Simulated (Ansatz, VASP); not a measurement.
# FeSb: VASP beside Ansatz

INCAR

```
SYSTEM = FeSb
PREC = Accurate
ENCUT = 690
EDIFF = 1E-6
ISMEAR = -1
SIGMA = 0.1
LREAL = .False.
LASPH = .True.
NELM = 200
ALGO = Normal
ISIF = 2
LWAVE = .False.
LCHARG = .True.
ISPIN = 2
MAGMOM = 3 3 0 0
LORBIT = 11
LMAXMIX = 4
LELF = .True.
LVHAR = .True.
NBANDS = 43
GGA_COMPAT = .False.
```

Contents of KPOINTS:

```
Automatic mesh
0
Gamma
  8 8 6
  0 0 0
```

File POSCAR:

```
FeSb
1.0
    4.2163052107      0.0000000000      0.0000000000
   -2.1081526054      3.6514274226      0.0000000000
    0.0000000000      0.0000000000      5.3274989485
Fe Sb
2 2
Direct
    0.0000000000      0.0000000000      0.0000000000
    0.0000000000      0.0000000000      0.5000000000
    0.3333333333      0.6666666667      0.2500000000
    0.6666666667      0.3333333333      0.7500000000
```

Input for Ansatz:

```yaml
crystal:
  lattice:
    - [4.2163052107, 0.0, 0.0]
    - [-2.1081526054, 3.6514274226, 0.0]
    - [0.0, 0.0, 5.3274989485]
  atoms:
    - { symbol: Fe, position: [0.0, 0.0, 0.0], spin: 3.0 }
    - { symbol: Fe, position: [0.0, 0.0, 0.5], spin: 3.0 }
    - { symbol: Sb, position: [0.3333333333, 0.6666666667, 0.25] }
    - { symbol: Sb, position: [0.6666666667, 0.3333333333, 0.75] }
magnetization:
  spin_polarized: true
kpoints:
  mp_grid: { grid: [8, 8, 6] }
scf:
  occupations: { method: fermi_dirac, width: 0.1 }
  lower_state_search: "off"
hamiltonian:
  xc: lda
  pseudopotentials: { kind: paw }
output:
  forces: true
  stress: true
  eigenvalues: true
  populations: true
```

Change from the starting cell: volume scaled by 1.12, PAW files.

Alike in both runs: task single point; functional LDA; k mesh 8 × 8 × 6; occupations fermi-dirac, width 0.1 eV; collinear spin.

|  | VASP | Ansatz |
| --- | --- | --- |
| version | VASP 6.6.1 | Ansatz 0.2.0 |
| potentials or method | VASP PAW LDA potentials, release 64 (Fe_sv, Sb_d_GW) | PAW with Ansatz's default frozen-core files, scalar-relativistic |
| plane-wave cutoff (eV) | 690 | 420 |
| valence electrons in the cell | 62 | 62 |

Ansatz gave:

```
pressure (GPa)                                                : -16.2
traceless stress, the component that is largest in VASP (GPa) : -1.07
net moment per atom (μB)                                      : 1.03
size of the moment on the site where the two differ most (μB) : 2.15
```

Task: Estimate VASP's values.

Result: Pressure (GPa): -17.2; traceless stress, the component that is largest in VASP (GPa): -1.14; net moment per atom (μB): 0.97; size of the moment on the site where the two differ most (μB): 1.94.

LDA's correlation is that of Perdew and Zunger in VASP and of Perdew and Wang (1992) in Ansatz. Site moments also hang on the region over which each program counts them.

Neither program's run includes spin-orbit coupling.
